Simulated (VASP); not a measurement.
Set up this calculation in VASP 6.6.1, as the native input.

- Task: single point
- Functional: LDA
- Potentials or basis: VASP PAW LDA potentials, release 64 (Bi_d)
- Cutoff: 520 eV
- k mesh: 9 × 9 × 9
- Occupations: fermi-dirac, width 0.6 eV
- Spin: no spin polarisation
- Dipole correction: no
- Further INCAR settings: ALGO = Normal; EDIFF = 1e-07; NBANDS = 22

The structure of Bi lies in POSCAR:

```
Bi
1.0
    2.2451514826      1.2962388128      3.8388382945
   -2.2451514826      1.2962388128      3.8388382945
    0.0000000000     -2.5924776257      3.8388382945
Bi
2
Direct
    0.2371145469      0.2371145469      0.2371145469
    0.7628854531      0.7628854531      0.7628854531
```

The input as run:

INCAR

```
SYSTEM = Bi
ALGO = Normal
EDIFF = 1E-7
ENCUT = 520
GGA = CA
ISIF = 2
ISMEAR = -1
LASPH = .TRUE.
LCHARG = .TRUE.
LELF = .TRUE.
LREAL = .FALSE.
LVHAR = .TRUE.
LWAVE = .FALSE.
NBANDS = 22
NELM = 80
PREC = Accurate
SIGMA = 0.6
```

KPOINTS

```
k-points
0
G
  9 9 9
  0 0 0
```

Potentials or basis: VASP PAW LDA potentials, release 64 (Bi_d).

Launch:

```console
$ cat potpaw_LDA.64/Bi_d/POTCAR > POTCAR
$ mpirun -np 1 vasp_std > vasp.out
```

Results of the run:

```json
{
  "Pressure": "1.7 GPa",
  "Largest force": "0.517 eV/Å",
  "Band gap on the k mesh": "zero (bands 15 and 16 overlap by 0.02 eV)"
}
```

Caveat: so wide a smearing shifts energies and pressures; spin-orbit coupling is left out, which moves the levels of the heavy elements.

Wall time 2.3 min on 1 thread of Intel Xeon 8259CL, with other jobs on the host, peak memory 0.23 GiB.
